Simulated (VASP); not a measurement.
A run of VASP 6.6.1 is set up as follows.

The input INCAR:

```
SYSTEM = Sr
PREC = Accurate ; ENCUT = 520
EDIFF = 1E-6 ; ISMEAR = 0
SIGMA = 0.03 ; LREAL = .False.
LASPH = .True. ; NELM = 100
ALGO = Normal ; ISIF = 2
LWAVE = .False. ; LCHARG = .False.
GGA = PS ; NBANDS = 11
```

File KPOINTS:

```
regular mesh
0
Gamma
  10 10 10
  0 0 0
```

POSCAR

```
Sr
1.0
    0.0000000000      2.9662912500      3.0423500000
    2.9662912500      0.0000000000      3.0423500000
    2.9662912500      2.9662912500      0.0000000000
Sr
1
Direct
    0.0000000000      0.0000000000      0.0000000000
```

Potentials or basis: VASP PAW PBE potentials, release 64 (Sr_sv).

Command:

```console
$ cat potpaw_PBE.64/Sr_sv/POTCAR > POTCAR
$ mpirun -np 1 vasp_std > vasp.out
```

Problem. What does it give for the pressure?

Solution. -0.4 GPa.

Problem. Estimate the band gap on the k mesh.

Solution. Zero (bands 5 and 6 overlap by 0.04 eV).

Caveat: the cell differs from its parent crystal (strain -0.025 along x and y, +0.000 along z); the PAW data sets were made with another functional, which shifts forces and pressure a little.
